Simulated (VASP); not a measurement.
# TiTe2 (P-3m1) in VASP: settings compared

TiTe2 is run at these levels: r2SCAN+rVV10, r2SCAN, PBE+D3(BJ); tasks: single point, relaxation of cell and atoms.

Program: VASP 6.6.1. These are calculated values, not measurements. Logs are shortened: lines on timing, memory, paths and dates and some standing lists are left out, and cuts for length are marked.

### 1 The cell of the first run

Symmetry: P-3m1, No. 164, trigonal system. The conventional cell has a = 3.790 Å, b = 3.790 Å, c = 6.556 Å, α = 90.00°, β = 90.00°, γ = 120.00°. Ti (site symmetry -3m) has 6 Te at 2.77 Å within 3.6 Å. Within 3.6 Å of Te (site symmetry 3m) lie 3 Ti at 2.77 Å.

### 2 Single point, r2SCAN+rVV10

The input, POSCAR:

```
TiTe2
1.0
    3.7903816133      0.0000000000      0.0000000000
   -1.8951908066      3.2825667672      0.0000000000
    0.0000000000      0.0000000000      6.5558879230
Ti Te
1 2
Direct
    0.0000000000      0.0000000000      0.0000000000
    0.6666666667      0.3333333333      0.2577957674
    0.3333333333      0.6666666667      0.7422042326
```

The input, INCAR.step1:

```
SYSTEM = TiTe2
PREC = Accurate
ENCUT = 520
ISMEAR = -1
SIGMA = 0.02
LREAL = .False.
LASPH = .True.
NELM = 60
NBANDS = 19
GGA = PE
ALGO = Normal
EDIFF = 1E-4
LWAVE = .True.
LCHARG = .False.
```

The input, INCAR.step2:

```
SYSTEM = TiTe2
PREC = Accurate
ENCUT = 520
EDIFF = 1E-6
ISMEAR = -1
SIGMA = 0.02
LREAL = .False.
LASPH = .True.
NELM = 60
ALGO = Normal
ISIF = 2
LWAVE = .False.
LCHARG = .False.
METAGGA = R2SCAN
LMIXTAU = .True.
LUSE_VDW = .True.
IVDW_NL = 2
BPARAM = 11.95
CPARAM = 0.0093
NBANDS = 19
ISTART = 1
```

The input, KPOINTS:

```
Automatic mesh
0
Gamma
  12 12 4
  0 0 0
```

Potentials or basis: VASP PAW PBE potentials, release 64 (Ti_sv, Te).

On the command line:

```console
cat potpaw_PBE.64/Ti_sv/POTCAR potpaw_PBE.64/Te/POTCAR > POTCAR
cp INCAR.step1 INCAR
mpirun -np 1 vasp_std > vasp.out
cp INCAR.step2 INCAR
mpirun -np 1 vasp_std > vasp.out
```

OUTCAR:

```text
SYSTEM = TiTe2
   PREC = Accurate
   ENCUT = 520
   EDIFF = 1E-6
   ISMEAR = -1
   LREAL = .False.
   LASPH = .True.
   NELM = 60
   ISIF = 2
   METAGGA = R2SCAN
   IVDW_NL = 2
   BPARAM = 11.95
   ISTART = 1

 ion  position               nearest neighbor table
   1  0.000  0.000  0.000-   2 2.77   3 2.77   2 2.77   3 2.77   2 2.77   3 2.77
   2  0.667  0.333  0.258-   1 2.77   1 2.77   1 2.77
   3  0.333  0.667  0.742-   1 2.77   1 2.77   1 2.77

  LATTYP: Found a hexagonal cell.
 ALAT       =     3.7903816133
 C/A-ratio  =     1.7296115779

  Lattice vectors:

 A1 = (   3.7903816133,   0.0000000000,   0.0000000000)
 A2 = (  -1.8951908066,   3.2825667672,   0.0000000000)
 A3 = (   0.0000000000,   0.0000000000,   6.5558879230)

Analysis of symmetry for initial positions (statically):
=====================================================================
 Subroutine PRICEL returns:
 Original cell was already a primitive cell.

 Routine SETGRP: Setting up the symmetry group for a
 hexagonal supercell.

 Subroutine GETGRP returns: Found 12 space group operations
 (whereof 12 operations were pure point group operations)
 out of a pool of 24 trial point group operations.

The static configuration has the point symmetry D_3d.

Analysis of symmetry for dynamics (positions and initial velocities):
=====================================================================
 Subroutine PRICEL returns:
 Original cell was already a primitive cell.

 Routine SETGRP: Setting up the symmetry group for a
 hexagonal supercell.

 Subroutine GETGRP returns: Found 12 space group operations
 (whereof 12 operations were pure point group operations)
 out of a pool of 24 trial point group operations.

The dynamic configuration has the point symmetry D_3d.

 Subroutine INISYM returns: Found 12 space group operations
 (whereof 12 operations are pure point group operations),
 and found     1 'primitive' translations

----------------------------------------------------------------------------------------

                                     Primitive cell

  volume of cell :      81.5695

  direct lattice vectors                    reciprocal lattice vectors
     3.790381613  0.000000000  0.000000000     0.263825678  0.152319826  0.000000000
    -1.895190807  3.282566767  0.000000000     0.000000000  0.304639653  0.000000000
     0.000000000  0.000000000  6.555887923     0.000000000  0.000000000  0.152534639

  length of vectors
     3.790381613  3.790381613  6.555887923     0.304639653  0.304639653  0.152534639

  position of ions in fractional coordinates (direct lattice)
     0.000000000  0.000000000  0.000000000
     0.666666667  0.333333333  0.257795767
     0.333333333  0.666666667  0.742204233

  ion indices of the primitive-cell ions
   primitive index   ion index
                 1           1
                 2           2
                 3           3

----------------------------------------------------------------------------------------

 KPOINTS: Automatic mesh

Automatic generation of k-mesh.
 Grid dimensions read from file:
 generate k-points for:   12   12    4

 Generating k-lattice:

  Cartesian coordinates                     Fractional coordinates (reciprocal lattice)
     0.021985473  0.012693319  0.000000000     0.083333333  0.000000000  0.000000000
     0.000000000  0.025386638  0.000000000     0.000000000  0.083333333  0.000000000
     0.000000000  0.000000000  0.038133660     0.000000000  0.000000000  0.250000000

  Length of vectors
     0.025386638  0.025386638  0.038133660

  Shift w.r.t. Gamma in fractional coordinates (k-lattice)
     0.000000000  0.000000000  0.000000000

 Subroutine IBZKPT returns following result:
 ===========================================

 Found     69 irreducible k-points:

 Following reciprocal coordinates:
            Coordinates               Weight
  0.000000  0.000000  0.000000      1.000000
  0.083333 -0.000000  0.000000      6.000000
  0.166667 -0.000000  0.000000      6.000000
  0.250000 -0.000000  0.000000      6.000000
  0.333333 -0.000000  0.000000      6.000000
  0.416667 -0.000000  0.000000      6.000000
[... 16 lines left out ...]
  0.166667 -0.000000  0.250000      6.000000
  0.000000  0.166667  0.250000      6.000000
 [... further k-points ...]
   k-points           NKPTS =     69   k-points in BZ     NKDIM =     69   number of bands    NBANDS=     19
   number of dos      NEDOS =    301   number of ions     NIONS =      3
   total plane-waves  NPLWV =  39200
   dimension x,y,z NGX =    28 NGY =   28 NGZ =   50
   dimension x,y,z NGXF=    56 NGYF=   56 NGZF=  100
   ions per type =               1   2
   NGX,Y,Z   is equivalent  to a cutoff of  12.28, 12.28, 12.68 a.u.
   NGXF,Y,Z  is equivalent  to a cutoff of  24.56, 24.56, 25.36 a.u.
 SYSTEM =  TiTe2
   PREC   = accura    normal or accurate (medium, high low for compatibility)
   ISTART =      1    job   : 0-new  1-cont  2-samecut
[... 24 lines left out ...]
   IALGO  =     38    algorithm
   IMIX   =      4    mixing-type and parameters
     AMIX     =   0.40;   BMIX     =  1.00
     AMIX_MAG =   1.60;   BMIX_MAG =  1.00
  volume/ion in A,a.u.               =      27.19       183.49
  Fermi-wavevector in a.u.,A,eV,Ry     =   1.088853  2.057634 16.131078  1.185601
  Thomas-Fermi vector in A             =   2.225044
   LORBIT       =      0    0 simple, 1 ext, 2 COOP (PROOUT), +10 PAW based schemes
   METAGGA = R2SCAN    functional components
   LHFCALC =     F    Hartree Fock is set to
   AEXX    =    0.0000 exact exchange contribution
   IVDW_NL    =     2    kernel type
   BPARAM     =11.9500
   IVDW    =     0    specifies the selected vdW correction
   LEPSILON=     F    determine dielectric tensor
   LRPA    =     F    only Hartree local field effects (RPA)
 non-spin polarized calculation
  energy-cutoff  :      520.00
  volume of cell :       81.57
 maximum number of plane-waves:      2220
   NGX = 15   NGY = 15   NGZ = 25

 number of electron      23.9999991 magnetization

 Free energy of the ion-electron system (eV)
  ---------------------------------------------------
  ext. energy  EPLUGINS =         0.00000000
  ---------------------------------------------------
  free energy    TOTEN  =       -65.67761365 eV

  energy without entropy =      -65.67607444  energy(sigma->0) =      -65.67684405

 E-fermi :   6.6641     XC(G=0): -10.2887

 val. band max:        6.6105279162   @ k =   0.1667  -0.0000   0.0000
 cond. band min:       6.6786224051   @ k =   0.0833  -0.0000   0.0000
 fundamental gap:      0.0680944890
 Fermi energy:         6.6640652760

 k-point     1 :       0.0000    0.0000    0.0000
  band No.  band energies     occupation
      1     -53.4308      2.00000
      2     -28.6427      2.00000
      3     -28.6426      2.00000
      4     -28.6027      2.00000
      5      -6.3316      2.00000
      6      -4.7968      2.00000
[... 11 lines left out ...]
     18      12.1401      0.00000
     19      13.1824      0.00000

 k-point     2 :       0.0833   -0.0000    0.0000
  band No.  band energies     occupation
      1     -53.4306      2.00000
      2     -28.6455      2.00000
      3     -28.6433      2.00000
      4     -28.6020      2.00000
      5      -6.2513      2.00000
      6      -4.7557      2.00000
[... 11 lines left out ...]
     18      12.6777      0.00000
     19      13.5468      0.00000

 k-point     3 :       0.1667   -0.0000    0.0000
  band No.  band energies     occupation
      1     -53.4300      2.00000
      2     -28.6533      2.00000
      3     -28.6451      2.00000
      4     -28.6001      2.00000
      5      -6.0173      2.00000
      6      -4.6409      2.00000
[... 11 lines left out ...]
     18      13.0580      0.00000
     19      14.0531      0.00000

 k-point     4 :       0.2500   -0.0000    0.0000
  band No.  band energies     occupation
      1     -53.4293      2.00000
      2     -28.6640      2.00000
      3     -28.6475      2.00000
      4     -28.5976      2.00000
      5      -5.6530      2.00000
      6      -4.4804      2.00000
[... 407 lines left out ...]
     18      12.7922      0.00000
     19      14.3447      0.00000

 k-point    23 :       0.1667   -0.0000    0.2500
  band No.  band energies     occupation
      1     -53.4300      2.00000
      2     -28.6533      2.00000
      3     -28.6451      2.00000
      4     -28.6002      2.00000
      5      -5.8755      2.00000
      6      -4.8820      2.00000
[... 11 lines left out ...]
     18      12.7901      0.00000
     19      13.8508      0.00000

 k-point    24 :       0.0000    0.1667    0.2500
  band No.  band energies     occupation
      1     -53.4300      2.00000
      2     -28.6533      2.00000
      3     -28.6451      2.00000
      4     -28.6002      2.00000
      5      -5.8679      2.00000
      6      -4.8949      2.00000
[... 11 lines left out ...]
     18      13.3389      0.00000
     19      13.8206      0.00000

 [... further k-points ...]

------------------------ aborting loop because EDIFF is reached ----------------------------------------

  FORCE on cell =-STRESS in cart. coord.  units (eV):
  Direction    XX          YY          ZZ          XY          YZ          ZX
  --------------------------------------------------------------------------------------
  -------------------------------------------------------------------------------------
  Total        0.1733989      0.1733989      0.1528196      0.0000000      0.0000000      0.0000000
  in kB        3.4058761      3.4058761      3.0016611      0.0000000      0.0000000      0.0000000
  external PRESSURE =       3.2711377 kB  Pullay stress =       0.0000000 kB

 VOLUME and BASIS-vectors are now :
 -----------------------------------------------------------------------------
  energy-cutoff  :      520.00
  volume of cell :       81.57
      direct lattice vectors                 reciprocal lattice vectors
     3.790381613  0.000000000  0.000000000     0.263825678  0.152319826  0.000000000
    -1.895190807  3.282566767  0.000000000     0.000000000  0.304639653  0.000000000
     0.000000000  0.000000000  6.555887923     0.000000000  0.000000000  0.152534639

 POSITION                                       TOTAL-FORCE (eV/Angst)
 -----------------------------------------------------------------------------------
      0.00000      0.00000      0.00000         0.000000      0.000000      0.000000
      1.89519      1.09419      1.69008         0.000000      0.000000      0.028928
     -0.00000      2.18838      4.86581        -0.000000      0.000000     -0.028928
 -----------------------------------------------------------------------------------
    total drift:                               -0.000000      0.000000      0.000000

  FREE ENERGIE OF THE ION-ELECTRON SYSTEM (eV)
  ---------------------------------------------------
  free  energy   TOTEN  =       -65.6776136461 eV

  energy  without entropy=      -65.6760744447  energy(sigma->0) =      -65.67684405
```

Run time: 5 min. Hardware: 1 thread of AMD EPYC 9R45 (Zen 5), shared host; peak memory 0.39 GiB.

Results:

| Property | Result |
| --- | --- |
| Free energy | -65.6776 eV |
| Pressure | 0.3 GPa |
| Largest force | 0.029 eV/Å |
| Band gap on the k mesh | zero (bands 12 and 13 overlap by 0.58 eV) |

Forces in eV/Å, atoms in the order of the input:
```
Ti   0.000  0.000  0.000
Te   0.000  0.000  0.029
Te   0.000  0.000 -0.029
```

Levels at points of the mesh, in eV from the Fermi level:
```
           k point  band 8  band 9  band 10  band 11  band 12  band 13  band 14  band 15  band 16  band 17
(0.00, 0.00, 0.00)   -2.05   -2.05     0.29     0.33     0.33     0.43     0.86     0.86     3.09     3.09
(0.50, 0.00, 0.00)   -4.03   -2.93    -2.65    -2.13    -1.39     0.02     1.13     1.51     2.43     3.29
(0.00, 0.00, 0.50)   -2.78   -1.99    -1.99     0.32     0.32     0.59     0.59     1.09     3.47     3.47
(0.50, 0.00, 0.50)   -4.82   -2.70    -2.36    -1.28    -0.95    -0.25     1.12     1.49     2.62     3.46
```

Caveat: the PAW data sets were made with another functional, which shifts forces and pressure a little; spin-orbit coupling is left out, which moves the levels of the heavy elements.

### 3 Single point, r2SCAN

POSCAR is that of step 2.

The input, INCAR.step1:

```
SYSTEM = TiTe2
ALGO     = Normal         ! electronic algorithm
EDIFF    = 1E-4           ! SCF threshold, eV
ENCUT    = 520            ! plane-wave cutoff, eV
GGA      = PE             ! functional
ISMEAR   = -1             ! smearing method
LASPH    = .TRUE.         ! aspherical terms in the spheres
LCHARG   = .FALSE.        ! write CHGCAR
LREAL    = .FALSE.        ! projectors in reciprocal space
LWAVE    = .TRUE.         ! write WAVECAR
NBANDS   = 19             ! bands
NELM     = 60             ! most SCF steps
PREC     = Accurate       ! precision mode
SIGMA    = 0.02           ! smearing width, eV
```

The input, INCAR.step2:

```
SYSTEM = TiTe2
ALGO     = Normal         ! electronic algorithm
EDIFF    = 1E-6           ! SCF threshold, eV
ENCUT    = 520            ! plane-wave cutoff, eV
ISIF     = 2              ! what is computed and relaxed
ISMEAR   = -1             ! smearing method
ISTART   = 1            
LASPH    = .TRUE.         ! aspherical terms in the spheres
LCHARG   = .FALSE.        ! write CHGCAR
LMIXTAU  = .TRUE.       
LREAL    = .FALSE.        ! projectors in reciprocal space
LWAVE    = .FALSE.        ! write WAVECAR
METAGGA  = R2SCAN         ! meta-GGA
NBANDS   = 19             ! bands
NELM     = 60             ! most SCF steps
PREC     = Accurate       ! precision mode
SIGMA    = 0.02           ! smearing width, eV
```

The input, KPOINTS:

```
k-points
0
G
  12 12 4
  0 0 0
```

Potentials or basis: VASP PAW PBE potentials, release 64 (Ti_sv, Te).

On the command line:

```console
cat potpaw_PBE.64/Ti_sv/POTCAR potpaw_PBE.64/Te/POTCAR > POTCAR
cp INCAR.step1 INCAR
mpirun -np 1 vasp_std > vasp.out
cp INCAR.step2 INCAR
mpirun -np 1 vasp_std > vasp.out
```

Run time: 4.3 min. Hardware: 1 thread of AMD EPYC 9R45 (Zen 5), shared host; peak memory 0.24 GiB.

It converged, with:

| Item | Value |
| --- | --- |
| Free energy | -66.2765 eV |
| Pressure | 1.1 GPa |
| Largest force | 0.011 eV/Å |
| Band gap on the k mesh | zero (bands 12 and 13 overlap by 0.57 eV) |

Forces in eV/Å, atoms in the order of the input:
```
Ti   0.000  0.000  0.000
Te   0.000  0.000 -0.011
Te   0.000  0.000  0.011
```

Levels at points of the mesh, in eV from the Fermi level:
| k point | band 10 | band 11 | band 12 | band 13 | band 14 | band 15 |
| --- | --- | --- | --- | --- | --- | --- |
| (0.00, 0.00, 0.00) | 0.28 | 0.33 | 0.33 | 0.43 | 0.85 | 0.85 |
| (0.50, 0.00, 0.00) | -2.64 | -2.13 | -1.39 | 0.02 | 1.12 | 1.51 |
| (0.00, 0.00, 0.50) | -1.99 | 0.32 | 0.32 | 0.58 | 0.58 | 1.08 |
| (0.50, 0.00, 0.50) | -2.36 | -1.29 | -0.95 | -0.25 | 1.12 | 1.48 |

Caveat: the PAW data sets were made with another functional, which shifts forces and pressure a little; spin-orbit coupling is left out, which moves the levels of the heavy elements.

### 4 Relaxation of cell and atoms, PBE+D3(BJ)

This run uses another cell than the first one, of 26.76 Å³/atom.

The input, INCAR:

```
SYSTEM = TiTe2
PREC     = Accurate       ! precision mode
ENCUT    = 600            ! plane-wave cutoff, eV
EDIFF    = 1E-7           ! SCF threshold, eV
ISMEAR   = -1             ! smearing method
SIGMA    = 0.02           ! smearing width, eV
LREAL    = .FALSE.        ! projectors in reciprocal space
LASPH    = .TRUE.         ! aspherical terms in the spheres
NELM     = 100            ! most SCF steps
ALGO     = Normal         ! electronic algorithm
ISIF     = 3              ! what is computed and relaxed
LWAVE    = .FALSE.        ! write WAVECAR
LCHARG   = .FALSE.        ! write CHGCAR
GGA      = PE             ! functional
IVDW     = 12             ! dispersion correction
IBRION   = 2              ! ionic algorithm
NSW      = 80             ! ionic steps
EDIFFG   = -0.005         ! ionic threshold
```

The input, KPOINTS:

```
Automatic mesh
0
G
  12 12 4
  0 0 0
```

The input, POSCAR:

```
TiTe2
1.0
    3.7770000000      0.0000000000      0.0000000000
   -1.8885000000      3.2709779501      0.0000000000
    0.0000000000      0.0000000000      6.4980000000
Ti Te
1 2
Direct
    0.0000000000      0.0000000000      0.0000000000
    0.6666666667      0.3333333333      0.2628000000
    0.3333333333      0.6666666667      0.7372000000
```

On the command line:

```console
cat potpaw_PBE.64/Ti_sv/POTCAR potpaw_PBE.64/Te/POTCAR > POTCAR
mpirun -np 1 vasp_std > vasp.out
```

Run time: 8.2 min. Hardware: 1 thread of AMD EPYC 9R45 (Zen 5), shared host; peak memory 0.28 GiB.

The run converged. Its results:

```
Free energy                           : -17.7191 eV
Relaxed volume                        : 25.15 Å³/atom
Relaxed cell                          : a = 3.702 Å, b = 3.702 Å, c = 6.357 Å, α = 90.00°, β = 90.00°, γ = 120.00°
Space group after relaxing (to 0.1 Å) : P-3m1 (No. 164)
Energy gained by relaxing             : 12.0 meV/atom
Ionic steps                           : 11
Pressure after relaxing               : 0.0 GPa
Band gap on the k mesh                : zero (bands 12 and 13 overlap by 0.83 eV)
Dispersion energy per atom            : -0.523 eV
```

The path:
```csv
step,energy change (eV),largest force (eV/Å),pressure (GPa),volume (Å³)
1,0.0000,0.0348,-2.08,80.28
2,-0.0148,0.4593,1.21,76.31
3,-0.0188,0.3214,0.10,77.53
4,-0.0274,0.2130,0.06,76.91
5,-0.0316,0.0625,0.02,76.11
6,-0.0338,0.0313,-0.11,76.02
7,-0.0355,0.0360,-0.34,75.83
8,-0.0345,0.0728,0.60,74.78
9,-0.0359,0.0009,-0.03,75.47
10,-0.0359,0.0001,-0.03,75.48
11,-0.0359,0.0002,0.00,75.44
```

Final structure:
```
Ti Te
1.0
     3.70203    0.00000    0.00000
    -1.85101    3.20605    0.00000
     0.00000    0.00000    6.35653
Ti Te
1 2
Cartesian
  3.7020 0.0000 0.0000
  1.8510 1.0687 1.7267
  0.0000 2.1374 4.6298
```

Levels at points of the mesh, in eV from the Fermi level:
```tsv
k point	band 9	band 10	band 11	band 12	band 13	band 14	band 15	band 16
(0.00, 0.00, 0.00)	-1.67	0.22	0.40	0.40	0.72	1.22	1.22	3.04
(0.50, 0.00, 0.00)	-3.00	-2.57	-1.77	-1.24	-0.08	1.23	1.59	2.38
(0.00, 0.00, 0.50)	-1.57	-1.57	0.38	0.38	0.78	0.78	1.06	3.62
(0.50, 0.00, 0.50)	-2.62	-2.15	-0.95	-0.51	-0.43	1.23	1.58	2.53
```

Caveat: spin-orbit coupling is left out, which moves the levels of the heavy elements.

### 5 Overview

```tsv
task	level	cell	cutoff (eV)	gap on the mesh (eV)	pressure (GPa)	largest force (eV/Å)
single point	r2SCAN+rVV10	a = 3.790, b = 3.790, c = 6.556 Å, angles 90.0, 90.0, 120.0°, 3 atoms, atomic positions A	520	none	0.3	0.03
single point	r2SCAN	a = 3.790, b = 3.790, c = 6.556 Å, angles 90.0, 90.0, 120.0°, 3 atoms, atomic positions A	520	none	1.1	0.01
relaxation of cell and atoms	PBE+D3(BJ)	relaxed from a = 3.777, b = 3.777, c = 6.498 Å, angles 90.0, 90.0, 120.0°, 3 atoms, atomic positions B	600	none	0.0	-
```

Alike in all rows: potentials or basis VASP PAW PBE potentials, release 64 (Ti_sv, Te); no spin polarisation; k mesh 12 × 12 × 4; smearing fermi-dirac 0.02 eV.

Caveats: spin-orbit coupling is left out, which moves the levels of the heavy elements; the PAW data sets were made with another functional, which shifts forces and pressure a little (at least some runs).

Absolute energies hang on the potentials; compare differences alone.

The gap in the log of VASP goes by the Fermi energy; the results here count the filled bands.